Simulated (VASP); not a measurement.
# GaN (Pmc2_1) in VASP: a series of runs, part 2 of 2

VASP 6.6.1.

## Step 3: Single point, LDA (mode 11 frozen in at -0.076 Å and mode 13 at +0.091 Å (largest displacements))

INCAR

```
PREC = Accurate ; ENCUT = 520
EDIFF = 1E-7 ; ISMEAR = 0
SIGMA = 0.05 ; LREAL = F
LASPH = T ; NELM = 60
ALGO = Normal ; ISIF = 2
LWAVE = F ; LCHARG = F
GGA = CA ; NBANDS = 46
```

KPOINTS

```
Automatic mesh
0
Gamma
  8 6 6
```

POSCAR

```
GaN
1.0
   -3.1515767111      0.0000000000      0.0000000000
    0.0000000000      0.0000000000     -5.1382481593
    0.0000000000     -5.4586909876      0.0000000000
Ga N
4 4
Direct
    0.5000000000      0.0094215028      0.1797108050
    0.0000000000     -0.0009031747      0.6536163387
    0.0000000000      0.4990968253      0.3463836613
    0.5000000000      0.5094215028      0.8202891950
    0.5000000000      0.6041928645      0.1685352516
    0.0000000000      0.6089840202      0.6647600166
    0.0000000000      0.1089840202      0.3352399834
    0.5000000000      0.1041928645      0.8314647484
```

Potentials or basis: VASP PAW LDA potentials, release 64 (Ga_d, N).

On the command line:

```console
$ cat potpaw_LDA.64/Ga_d/POTCAR potpaw_LDA.64/N/POTCAR > POTCAR
$ mpirun -np 1 vasp_std > vasp.out
```

Wall time 2.2 min (1 thread of Intel Xeon Platinum 8481C at 2.70GHz (Sapphire Rapids), shared host); peak memory 0.33 GiB.

Results (log left out):

```yaml
Free_energy: -55.2436 eV
Pressure: 3.4 GPa
Largest_force: 2.522 eV/Å
Band_gap_on_the_k_mesh: 1.99 eV, direct
```

Forces in eV/Å, atoms in the order of the input:
```
Ga   0.000  2.010  1.524
Ga   0.000 -2.265  0.617
Ga   0.000  2.265  0.617
Ga   0.000 -2.010  1.524
N    0.000  0.016 -0.896
N    0.000 -0.331 -1.245
N    0.000  0.331 -1.245
N    0.000 -0.016 -0.896
```

Stress tensor (GPa, compression positive):
```
 6.97  0.00  0.00
 0.00  7.35  0.00
 0.00  0.00 -3.99
```

Levels at points of the mesh, in eV from the valence-band top:
| k point | band 33 | band 34 | band 35 | band 36 | band 37 | band 38 | band 39 | band 40 |
| --- | --- | --- | --- | --- | --- | --- | --- | --- |
| (0.00, 0.00, 0.00) | -0.90 | -0.25 | -0.19 | 0.00 | 1.99 | 4.02 | 4.79 | 5.54 |
| (0.50, 0.00, 0.00) | -2.71 | -2.57 | -2.15 | -1.57 | 5.46 | 6.28 | 6.43 | 6.76 |
| (0.00, 0.50, 0.00) | -0.73 | -0.73 | -0.64 | -0.64 | 4.10 | 4.10 | 4.45 | 4.45 |
| (0.50, 0.50, 0.00) | -1.98 | -1.98 | -1.37 | -1.37 | 5.43 | 5.43 | 5.91 | 5.91 |
| (0.00, 0.00, 0.50) | -0.92 | -0.73 | -0.61 | -0.52 | 4.02 | 4.45 | 5.65 | 5.80 |
| (0.50, 0.00, 0.50) | -2.31 | -1.98 | -1.62 | -1.33 | 4.38 | 5.15 | 5.29 | 5.60 |
| (0.00, 0.50, 0.50) | -1.98 | -1.98 | -1.16 | -1.16 | 4.90 | 4.90 | 5.47 | 5.47 |
| (0.50, 0.50, 0.50) | -2.13 | -2.13 | -1.56 | -1.56 | 3.95 | 3.95 | 4.64 | 4.64 |

Caveat: the cell differs from its parent crystal (mode 11 frozen in at -0.076 Å and mode 13 at +0.091 Å (largest displacements)); forces of over 1 eV/Å act on the atoms, so gaps and moduli don't describe the material at rest.

## Step 4: Single point, LDA (mode 11 frozen in at -0.076 Å and mode 13 at -0.018 Å (largest displacements))

INCAR

```
SYSTEM = GaN
  ALGO = Normal
  EDIFF = 1E-6
  ENCUT = 520
  ISIF = 2
  ISMEAR = 0
  LASPH = .TRUE.
  LCHARG = .FALSE.
  LREAL = .FALSE.
  LWAVE = .FALSE.
  NBANDS = 46
  NELM = 60
  PREC = Accurate
  SIGMA = 0.05
```

KPOINTS

```
k-points
0
G
  8 6 6
  0 0 0
```

POSCAR

```
GaN
1.0
   -3.1515767111      0.0000000000      0.0000000000
    0.0000000000      0.0000000000     -5.1382481593
    0.0000000000     -5.4586909876      0.0000000000
Ga N
4 4
Direct
    0.5000000000      0.0051520094      0.1797145188
    0.0000000000     -0.0051726680      0.6536200525
    0.0000000000      0.4948273320      0.3463799475
    0.5000000000      0.5051520094      0.8202854812
    0.5000000000      0.6254452302      0.1685580907
    0.0000000000      0.6302363859      0.6647828557
    0.0000000000      0.1302363859      0.3352171443
    0.5000000000      0.1254452302      0.8314419093
```

On the command line:

```console
$ cat potpaw_LDA.64/Ga_d/POTCAR potpaw_LDA.64/N/POTCAR > POTCAR
$ mpirun -np 1 vasp_std > vasp.out
```

Run time: 2 min. Hardware: 1 thread of Intel Xeon Platinum 8481C at 2.70GHz (Sapphire Rapids), shared host; peak memory 0.33 GiB.

The run converged. Its results:

- Free energy: -55.5039 eV
- Pressure: 2.1 GPa
- Largest force: 2.140 eV/Å
- Band gap on the k mesh: 2.01 eV, direct

Forces in eV/Å, atoms in the order of the input:
```
Ga   0.000  1.746  0.488
Ga   0.000 -1.892 -0.999
Ga   0.000  1.892 -0.999
Ga   0.000 -1.746  0.488
N    0.000 -0.064  0.138
N    0.000 -0.176  0.373
N    0.000  0.176  0.373
N    0.000  0.064  0.138
```

Stress tensor (GPa, compression positive):
```
1.21 0.00 0.00
0.00 1.24 0.00
0.00 0.00 3.88
```

Levels at points of the mesh, in eV from the valence-band top:
```
           k point  band 33  band 34  band 35  band 36  band 37  band 38  band 39  band 40
(0.00, 0.00, 0.00)    -0.69    -0.18    -0.05     0.00     2.01     4.29     4.94     5.53
(0.50, 0.00, 0.00)    -2.49    -2.24    -2.14    -1.87     5.01     5.84     6.51     6.85
(0.00, 0.50, 0.00)    -0.61    -0.61    -0.51    -0.51     4.10     4.10     4.47     4.47
(0.50, 0.50, 0.00)    -2.14    -2.14    -1.58    -1.58     5.50     5.50     6.01     6.01
(0.00, 0.00, 0.50)    -1.00    -0.79    -0.61    -0.32     4.10     4.51     5.86     6.01
(0.50, 0.00, 0.50)    -2.63    -2.31    -1.18    -0.94     4.54     5.25     5.29     5.65
(0.00, 0.50, 0.50)    -1.91    -1.91    -0.96    -0.96     4.89     4.89     5.45     5.45
(0.50, 0.50, 0.50)    -2.04    -2.04    -1.73    -1.73     3.90     3.90     4.61     4.61
```

Caveat: the cell differs from its parent crystal (mode 11 frozen in at -0.076 Å and mode 13 at -0.018 Å (largest displacements)); forces of over 1 eV/Å act on the atoms, so gaps and moduli don't describe the material at rest.

## Step 5: Single point, LDA (mode 11 frozen in at -0.076 Å and mode 13 at -0.036 Å (largest displacements))

INCAR

```
SYSTEM = GaN
PREC = Accurate
ENCUT = 520
EDIFF = 1E-6
ISMEAR = 0
SIGMA = 0.05
LREAL = .False.
LASPH = .True.
NELM = 80
ALGO = Normal
ISIF = 2
LWAVE = .False.
LCHARG = .True.
LELF = .True.
LVHAR = .True.
NBANDS = 46
```

KPOINTS

```
Automatic mesh
0
Gamma
  8 6 6
  0 0 0
```

POSCAR

```
GaN
1.0
   -3.1515767111      0.0000000000      0.0000000000
    0.0000000000      0.0000000000     -5.1382481593
    0.0000000000     -5.4586909876      0.0000000000
Ga N
4 4
Direct
    0.5000000000      0.0044404272      0.1797151378
    0.0000000000     -0.0058842503      0.6536206715
    0.0000000000      0.4941157497      0.3463793285
    0.5000000000      0.5044404272      0.8202848622
    0.5000000000      0.6289872912      0.1685618973
    0.0000000000      0.6337784468      0.6647866622
    0.0000000000      0.1337784468      0.3352133378
    0.5000000000      0.1289872912      0.8314381027
```

On the command line:

```console
$ cat potpaw_LDA.64/Ga_d/POTCAR potpaw_LDA.64/N/POTCAR > POTCAR
$ mpirun -np 1 vasp_std > vasp.out
```

Wall time 5.3 min (1 thread of Oxide Virtual Turin-like, shared host); peak memory 0.3 GiB.

The run converged. Its results:

```
Free energy            : -55.4673 eV
Pressure               : 2.3 GPa
Largest force          : 2.301 eV/Å
Band gap on the k mesh : 1.99 eV, direct
```

Forces in eV/Å, atoms in the order of the input:
```
Ga   0.000  1.700  0.219
Ga   0.000 -1.829 -1.397
Ga   0.000  1.829 -1.397
Ga   0.000 -1.700  0.219
N    0.000 -0.073  0.402
N    0.000 -0.158  0.777
N    0.000  0.158  0.777
N    0.000  0.073  0.402
```

Stress tensor (GPa, compression positive):
```
0.31 0.00 0.00
0.00 0.30 0.00
0.00 0.00 6.17
```

Levels at points of the mesh, in eV from the valence-band top:
| k point | band 33 | band 34 | band 35 | band 36 | band 37 | band 38 | band 39 | band 40 |
| --- | --- | --- | --- | --- | --- | --- | --- | --- |
| (0.00, 0.00, 0.00) | -0.68 | -0.26 | -0.05 | 0.00 | 1.99 | 4.30 | 4.93 | 5.49 |
| (0.50, 0.00, 0.00) | -2.58 | -2.20 | -2.10 | -1.95 | 4.90 | 5.73 | 6.49 | 6.83 |
| (0.00, 0.50, 0.00) | -0.62 | -0.62 | -0.52 | -0.52 | 4.06 | 4.06 | 4.43 | 4.43 |
| (0.50, 0.50, 0.00) | -2.19 | -2.19 | -1.64 | -1.64 | 5.46 | 5.46 | 5.97 | 5.97 |
| (0.00, 0.00, 0.50) | -1.08 | -0.87 | -0.59 | -0.31 | 4.08 | 4.49 | 5.86 | 6.01 |
| (0.50, 0.00, 0.50) | -2.71 | -2.40 | -1.14 | -0.91 | 4.53 | 5.20 | 5.28 | 5.63 |
| (0.00, 0.50, 0.50) | -1.90 | -1.90 | -0.96 | -0.96 | 4.85 | 4.85 | 5.42 | 5.42 |
| (0.50, 0.50, 0.50) | -2.06 | -2.06 | -1.76 | -1.76 | 3.86 | 3.86 | 4.57 | 4.57 |

Caveat: the cell differs from its parent crystal (mode 11 frozen in at -0.076 Å and mode 13 at -0.036 Å (largest displacements)); forces of over 1 eV/Å act on the atoms, so gaps and moduli don't describe the material at rest.
